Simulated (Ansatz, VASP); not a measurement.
# Zn in VASP and in Ansatz

Contents of INCAR:

```
SYSTEM = Zn
PREC = Accurate
ENCUT = 520
EDIFF = 1E-6
ISMEAR = -1
SIGMA = 0.05
LREAL = .False.
LASPH = .True.
NELM = 60
ALGO = Normal
ISIF = 2
LWAVE = .False.
LCHARG = .True.
GGA = PE
LELF = .True.
LVHAR = .True.
NBANDS = 19
```

The input KPOINTS:

```
Automatic mesh
0
Gamma
  12 12 12
  0 0 0
```

The input POSCAR:

```
Zn
1.0
    0.0000000000      2.2339001696      2.2339001696
    2.2339001696      0.0000000000      2.2339001696
    2.2339001696      2.2339001696      0.0000000000
Zn
2
Direct
   -0.1250000000     -0.1250000000     -0.1250000000
    0.1250000000      0.1250000000      0.1250000000
```

Input for Ansatz:

```yaml
crystal:
  lattice:
    - [0.0, 2.2339001696, 2.2339001696]
    - [2.2339001696, 0.0, 2.2339001696]
    - [2.2339001696, 2.2339001696, 0.0]
  atoms:
    - { symbol: Zn, position: [-0.125, -0.125, -0.125] }
    - { symbol: Zn, position: [0.125, 0.125, 0.125] }
kpoints:
  mp_grid: { grid: [12, 12, 12] }
scf:
  occupations: { method: fermi_dirac, width: 0.05 }
hamiltonian:
  xc: pbe
  pseudopotentials: { kind: all_electron, lapw: { basis_error: 0.001 } }
output:
  forces: true
  stress: true
  eigenvalues: true
  populations: true
```

Change from the starting cell: volume scaled by 0.45, LAPW.

Alike in both runs: task single point; functional PBE; k mesh 12 × 12 × 12; occupations fermi-dirac, width 0.05 eV; no spin polarisation.

```csv
,VASP,Ansatz
version,VASP 6.6.1,Ansatz 0.2.0
potentials or method,"VASP PAW PBE potentials, release 64 (Zn), cutoff 520 eV","all-electron LAPW, scalar-relativistic"
```

Ansatz gave:

```
pressure (GPa) : 154.6
```

Task: Which values does VASP return?

Result: Pressure (GPa): 157.0.

Both programs put the cell under a high pressure, so it lies far from rest at this level. Ansatz ran all-electron here, and VASP with PAW potentials.

Noted on VASP's run: the cell as given lies far from equilibrium.
